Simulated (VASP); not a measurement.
# Si (Fm-3m) in VASP: further runs, part 2 of 2

VASP 6.6.1. Earlier steps stand in the parts before.

### 4 Single point, PBE (volume scaled by 0.6)

INCAR

```
  PREC = Accurate
  ENCUT = 520
  EDIFF = 1E-6
  ISMEAR = -1
  SIGMA = 0.05
  LREAL = False
  LASPH = True
  NELM = 100
  ALGO = Normal
  ISIF = 2
  LWAVE = False
  LCHARG = False
  GGA = PE
  NBANDS = 8
```

KPOINTS

```
regular mesh
0
Gamma
  18 18 18
```

POSCAR

```
Si
1.0
    0.0000000000      1.6340847286      1.6340847286
    1.6340847286      0.0000000000      1.6340847286
    1.6340847286      1.6340847286      0.0000000000
Si
1
Direct
    0.0000000000      0.0000000000      0.0000000000
```

Potentials or basis: VASP PAW PBE potentials, release 64 (Si).

Launch:

```sh
$ cat potpaw_PBE.64/Si/POTCAR > POTCAR
$ mpirun -np 1 vasp_std > vasp.out
```

OUTCAR:

```text
PREC = Accurate
   ENCUT = 520
   EDIFF = 1E-6
   ISMEAR = -1
   LREAL = False
   LASPH = True
   NELM = 100
   ISIF = 2
   GGA = PE

 ion  position               nearest neighbor table
   1  0.000  0.000  0.000-

  LATTYP: Found a face centered cubic cell.
 ALAT       =     3.2681694572

  Lattice vectors:

 A1 = (   0.0000000000,   1.6340847286,   1.6340847286)
 A2 = (   1.6340847286,   0.0000000000,   1.6340847286)
 A3 = (   1.6340847286,   1.6340847286,   0.0000000000)

Analysis of symmetry for initial positions (statically):
=====================================================================
 Subroutine PRICEL returns:
 Original cell was already a primitive cell.

 Routine SETGRP: Setting up the symmetry group for a
 face centered cubic supercell.

 Subroutine GETGRP returns: Found 48 space group operations
 (whereof 48 operations were pure point group operations)
 out of a pool of 48 trial point group operations.

The static configuration has the point symmetry O_h .

Analysis of symmetry for dynamics (positions and initial velocities):
[... 152 lines left out ...]
  ---------------------------------------------------
  free energy    TOTEN  =        -3.46395812 eV

  energy without entropy =       -3.46194561  energy(sigma->0) =       -3.46295186

 E-fermi :  18.3744     XC(G=0): -13.3643

 val. band max:       18.3549922099   @ k =  -0.3889   0.3333   0.1111
 cond. band min:      18.4753602525   @ k =   0.3889   0.2222   0.0556
 fundamental gap:      0.1203680426
 Fermi energy:        18.3744222662

 k-point     1 :       0.0000    0.0000    0.0000
  band No.  band energies     occupation
      1      -1.6446      2.00000
      2      32.4396      0.00000
      3      32.4396      0.00000
      4      32.4396      0.00000
      5      37.0563      0.00000
      6      37.0563      0.00000
      7      37.0563      0.00000
      8      39.0457      0.00000
[... 243 lines left out ...]
 k-point    24 :      -0.2222    0.0556    0.0000
  band No.  band energies     occupation
      1       0.7989      2.00000
      2      20.3767      0.00000
      3      28.5561      0.00000
      4      32.4518      0.00000
      5      35.3754      0.00000
      6      37.3249      0.00000
      7      37.8204      0.00000
      8      40.9310      0.00000

 [... further k-points ...]
[... 5 lines left out ...]
  --------------------------------------------------------------------------------------
  -------------------------------------------------------------------------------------
  Total        6.8544805      6.8544805      6.8544805      0.0000000      0.0000000      0.0000000
  in kB     1258.4368297   1258.4368297   1258.4368297      0.0000000      0.0000000      0.0000000
  external PRESSURE =    1258.4368297 kB  Pullay stress =       0.0000000 kB

 VOLUME and BASIS-vectors are now :
 -----------------------------------------------------------------------------
  energy-cutoff  :      520.00
  volume of cell :        8.73
      direct lattice vectors                 reciprocal lattice vectors
     0.000000000  1.634084729  1.634084729    -0.305981686  0.305981686  0.305981686
     1.634084729  0.000000000  1.634084729     0.305981686 -0.305981686  0.305981686
     1.634084729  1.634084729  0.000000000     0.305981686  0.305981686 -0.305981686

 POSITION                                       TOTAL-FORCE (eV/Angst)
 -----------------------------------------------------------------------------------
      0.00000      0.00000      0.00000         0.000000      0.000000      0.000000
 -----------------------------------------------------------------------------------
    total drift:                               -0.000000      0.000000      0.000000

  FREE ENERGIE OF THE ION-ELECTRON SYSTEM (eV)
  ---------------------------------------------------
  free  energy   TOTEN  =        -3.4639581157 eV

  energy  without entropy=       -3.4619456118  energy(sigma->0) =       -3.46295186
```

OSZICAR:

```text
N       E                     dE             d eps       ncg     rms          rms(c)
DAV:   1    -0.141783759186E+01   -0.14178E+01   -0.21449E+03  3912   0.403E+02
DAV:   2    -0.352485129236E+01   -0.21070E+01   -0.19675E+01  4504   0.310E+01
DAV:   3    -0.353172362321E+01   -0.68723E-02   -0.68606E-02  3648   0.180E+00
DAV:   4    -0.353172634993E+01   -0.27267E-05   -0.27264E-05  5176   0.364E-02
DAV:   5    -0.353172635110E+01   -0.11681E-08   -0.25775E-09  3608   0.178E-04    0.710E+00
DAV:   6    -0.348987906903E+01    0.41847E-01   -0.28169E-03  3848   0.307E-01    0.399E+00
DAV:   7    -0.346412797254E+01    0.25751E-01   -0.70611E-03  3984   0.489E-01    0.293E-01
DAV:   8    -0.346396075690E+01    0.16722E-03   -0.41868E-05  4696   0.441E-02    0.484E-02
DAV:   9    -0.346395818320E+01    0.25737E-05   -0.15437E-06  4056   0.754E-03    0.153E-03
DAV:  10    -0.346395811569E+01    0.67514E-07   -0.35592E-09  2896   0.559E-04
   1 F= -.34639581E+01 E0= -.34629519E+01  d E =-.201250E-02
```

stdout:

```text
POSCAR found type information on POSCAR Si
 POSCAR found :  1 types and       1 ions
 scaLAPACK will be used
 LDA part: xc-table for (Slater+PW92), standard interpolation
 POSCAR, INCAR and KPOINTS ok, starting setup
 FFT: planning ... GRIDC
 FFT: planning ... GRID_SOFT
 FFT: planning ... GRID
 WAVECAR not read
 entering main loop
```

Run time: 15 s. Hardware: 1 thread of Intel Xeon 8259CL, shared host; peak memory 0.12 GiB.

Results:

- Free energy: -3.4640 eV
- Pressure: 125.8 GPa
- Band gap on the k mesh: zero (band 2 reaches 32.44 eV, above the bottom of band 3 at 14.40 eV)
